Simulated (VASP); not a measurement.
# C (P6_3/mmc) in VASP: notebook, part 2 of 2

VASP 6.6.1. Earlier steps stand in the parts before.

## (4) Dielectric tensor, r2SCAN

INCAR

```
  PREC = Accurate
  ENCUT = 520
  EDIFF = 1E-8
  ISMEAR = 0
  SIGMA = 0.01
  LREAL = F
  LASPH = T
  NELM = 80
  ALGO = Normal
  ISIF = 2
  LWAVE = F
  LCHARG = F
  METAGGA = R2SCAN
  LMIXTAU = T
  LCALCEPS = T
```

KPOINTS

```
Automatic mesh
0
Gamma
  9 9 6
```

POSCAR

```
C
1.0
    2.5031953547      0.0000000000      0.0000000000
   -1.2515976774      2.1678307678      0.0000000000
    0.0000000000      0.0000000000      4.1688692743
C
4
Direct
    0.3333333333      0.6666666667      0.0002313159
    0.6666666667      0.3333333333      0.5002313159
    0.3333333333      0.6666666667      0.3747686841
    0.6666666667      0.3333333333      0.8747686841
```

Potentials or basis: VASP PAW PBE potentials, release 64 (C).

Launch:

```
$ cat potpaw_PBE.64/C/POTCAR > POTCAR
$ mpirun -np 1 vasp_std > vasp.out
```

OUTCAR:

```text
PREC = Accurate
   ENCUT = 520
   EDIFF = 1E-8
   ISMEAR = 0
   LREAL = F
   LASPH = T
   NELM = 80
   ISIF = 2
   METAGGA = R2SCAN

 ion  position               nearest neighbor table
   1  0.333  0.667  0.000-   4 1.54   4 1.54   4 1.54   3 1.56
   2  0.667  0.333  0.500-   3 1.54   3 1.54   3 1.54   4 1.56
   3  0.333  0.667  0.375-   2 1.54   2 1.54   2 1.54   1 1.56
   4  0.667  0.333  0.875-   1 1.54   1 1.54   1 1.54   2 1.56

  LATTYP: Found a hexagonal cell.
[... 612 lines left out ...]
  FORCE on cell =-STRESS in cart. coord.  units (eV):
  Direction    XX          YY          ZZ          XY          YZ          ZX
  --------------------------------------------------------------------------------------
  -------------------------------------------------------------------------------------
  Total        0.1615520      0.1615520      0.1504888     -0.0000000      0.0000000      0.0000000
  in kB       11.4415442     11.4415442     10.6580165     -0.0000000      0.0000000      0.0000000
  external PRESSURE =      11.1803683 kB  Pullay stress =       0.0000000 kB

 VOLUME and BASIS-vectors are now :
 -----------------------------------------------------------------------------
  energy-cutoff  :      520.00
  volume of cell :       22.62
      direct lattice vectors                 reciprocal lattice vectors
     2.503195355  0.000000000  0.000000000     0.399489396  0.230645310  0.000000000
    -1.251597677  2.167830768  0.000000000     0.000000000  0.461290620  0.000000000
     0.000000000  0.000000000  4.168869274     0.000000000  0.000000000  0.239873197

 POSITION                                       TOTAL-FORCE (eV/Angst)
 -----------------------------------------------------------------------------------
     -0.00000      1.44522      0.00096         0.000000      0.000000      0.009425
      1.25160      0.72261      2.08540        -0.000000      0.000000      0.009425
     -0.00000      1.44522      1.56236         0.000000      0.000000     -0.009425
      1.25160      0.72261      3.64680        -0.000000     -0.000000     -0.009425
 -----------------------------------------------------------------------------------
    total drift:                               -0.000000      0.000000      0.000000

  FREE ENERGIE OF THE ION-ELECTRON SYSTEM (eV)
  ---------------------------------------------------
  free  energy   TOTEN  =       -39.2043173518 eV

  energy  without entropy=      -39.2043173518  energy(sigma->0) =      -39.20431735
```

OSZICAR:

```text
N       E                     dE             d eps       ncg     rms          rms(c)
DAV:   1     0.265017425536E+02    0.26502E+02   -0.88446E+03  1152   0.133E+03
DAV:   2    -0.415620505170E+02   -0.68064E+02   -0.63478E+02  1708   0.226E+02
DAV:   3    -0.437861984885E+02   -0.22241E+01   -0.22112E+01  1492   0.381E+01
[... 13 lines left out ...]
DMP:  11    -0.392043172606E+02   -0.77053E-07   -0.52170E-07  1200   0.545E-07   0.146E-06
DMP:  12    -0.392043173031E+02   -0.42447E-07   -0.29744E-07  1200   0.319E-07   0.818E-07
DMP:  13    -0.392043173279E+02   -0.24769E-07   -0.17925E-07  1200   0.192E-07   0.494E-07
DMP:  14    -0.392043173429E+02   -0.15048E-07   -0.10614E-07  1200   0.107E-07   0.304E-07
DMP:  15    -0.392043173518E+02   -0.88667E-08   -0.60430E-08  1200   0.583E-08   0.179E-07
   1 F= -.39204317E+02 E0= -.39204317E+02  d E =-.147067E-17
```

stdout:

```text
POSCAR found type information on POSCAR C
 POSCAR found :  1 types and       4 ions
 scaLAPACK will be used
 -----------------------------------------------------------------------------
|                                                                             |
[... 106 lines left out ...]
dp_tot=( -0.429E-08 -0.120E-07  0.617E-02 )  diag[e(oo)]=(    ---      ---    5.93413 )
 p_tot=( -0.390E-09 -0.706E-09 -0.416E+01 )
dp_tot=( -0.436E-08 -0.122E-07  0.618E-02 )  diag[e(oo)]=(    ---      ---    5.94457 )
 p_tot=( -0.438E-09 -0.779E-09 -0.416E+01 )
dp_tot=( -0.441E-08 -0.122E-07  0.619E-02 )  diag[e(oo)]=(    ---      ---    5.94762 )
 final diagonalization full
 p_tot=( -0.469E-09 -0.820E-09 -0.416E+01 )
dp_tot=( -0.444E-08 -0.123E-07  0.619E-02 )  diag[e(oo)]=(    ---      ---    5.94817 )
```

Wall time 16 min (1 thread of Intel Xeon 6975P-C (Granite Rapids), shared host); peak memory 0.28 GiB.

Results:

```yaml
Band_gap_on_the_k_mesh: 3.56 eV (least direct gap 5.19 eV)
Electronic_dielectric_tensor_diagonal: 5.60, 5.60, 5.95
Born_charges_mean_of_the_diagonal: C +0.00 e
```

Electronic dielectric tensor:
```
5.60 0.00 0.00
0.00 5.60 0.00
0.00 0.00 5.95
```

Born effective charge tensors (e):
atom 1, C
```
0.00 0.00 0.00
0.00 0.00 0.00
0.00 0.00 0.00
```
atom 2, C
```
0.00 0.00 0.00
0.00 0.00 0.00
0.00 0.00 0.00
```
atom 3, C
```
0.00 0.00 0.00
0.00 0.00 0.00
0.00 0.00 0.00
```
atom 4, C
```
0.00 0.00 0.00
0.00 0.00 0.00
0.00 0.00 0.00
```

Dipole moments of the cell (e·Å, modulo the quantum): ionic 0.000, 0.000, -4.169; electronic 0.000, 0.000, 0.006

Caveat: the PAW data sets were made with another functional, which shifts forces and pressure a little; an odd mesh through Γ misses points on the zone boundary, where band edges can lie.

## (5) Summary

| task | level | cell | gap on the mesh (eV) |
| --- | --- | --- | --- |
| dielectric tensor | PBE | a = 2.503, b = 2.503, c = 4.169 Å, angles 90.0, 90.0, 120.0°, 4 atoms | 3.31 |
| vibrations by perturbation theory | PBEsol | a = 2.499, b = 2.499, c = 4.161 Å, angles 90.0, 90.0, 120.0°, 4 atoms | - |
| dielectric tensor | r2SCAN | a = 2.503, b = 2.503, c = 4.169 Å, angles 90.0, 90.0, 120.0°, 4 atoms | 3.56 |

Alike in all rows: potentials or basis VASP PAW PBE potentials, release 64 (C); no spin polarisation; k mesh 9 × 9 × 6; cutoff (eV) 520; smearing gaussian 0.01 eV.

Caveats: an odd mesh through Γ misses points on the zone boundary, where band edges can lie (at least some runs); the PAW data sets were made with another functional, which shifts forces and pressure a little (at least some runs); the cell stands under pressure or tension, which shifts response properties (at least some runs).

Total energies depend on the potentials used, so only differences within one code and one set of settings carry meaning.
